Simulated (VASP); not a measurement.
MgO: single point with r2SCAN

Crystal: MgO.

```
Mg O
1.0
     0.00000    2.16360    2.16360
     2.16360    0.00000    2.16360
     2.16360    2.16360    0.00000
Mg O
1 1
Direct
  0.00000 0.00000 0.00000
  0.50000 0.50000 0.50000
```

- Program: VASP 6.6.1
- Task: single point
- Functional: r2SCAN
- Potentials or basis: VASP PAW PBE potentials, release 64 (Mg_sv, O)
- Cutoff: 660 eV
- k mesh: 8 × 8 × 8
- Occupations: gaussian, width 0.02 eV
- Spin: no spin polarisation
- Dipole correction: no
- Second run: valence_matched
- Further INCAR settings: ALGO = Normal; EDIFF = 1e-06; NBANDS = 15

The pressure is -12.5 GPa. The band gap on the k mesh is 4.89 eV, direct.

Levels at points of the mesh, in eV from the valence-band top:
| k point | band 4 | band 5 | band 6 | band 7 | band 8 | band 9 | band 10 | band 11 | band 12 | band 13 |
| --- | --- | --- | --- | --- | --- | --- | --- | --- | --- | --- |
| (0.00, 0.00, 0.00) | -40.39 | -17.80 | 0.00 | 0.00 | 0.00 | 4.89 | 16.38 | 16.38 | 16.38 | 20.25 |
| (0.50, 0.00, 0.00) | -40.40 | -16.72 | -4.25 | -0.59 | -0.59 | 8.30 | 12.91 | 16.67 | 16.67 | 21.29 |
| (0.50, 0.50, 0.00) | -40.41 | -16.53 | -3.75 | -1.26 | -1.26 | 9.91 | 10.31 | 13.43 | 19.21 | 19.21 |

It used 100 s of CPU time on 1 thread of AMD EPYC 7R13 Processor (Zen 3), with other jobs on the host.

Caveat: the PAW data sets were made with another functional, which shifts forces and pressure a little. r2SCAN opens gaps a little over a GGA but as a rule still falls short of measured ones.
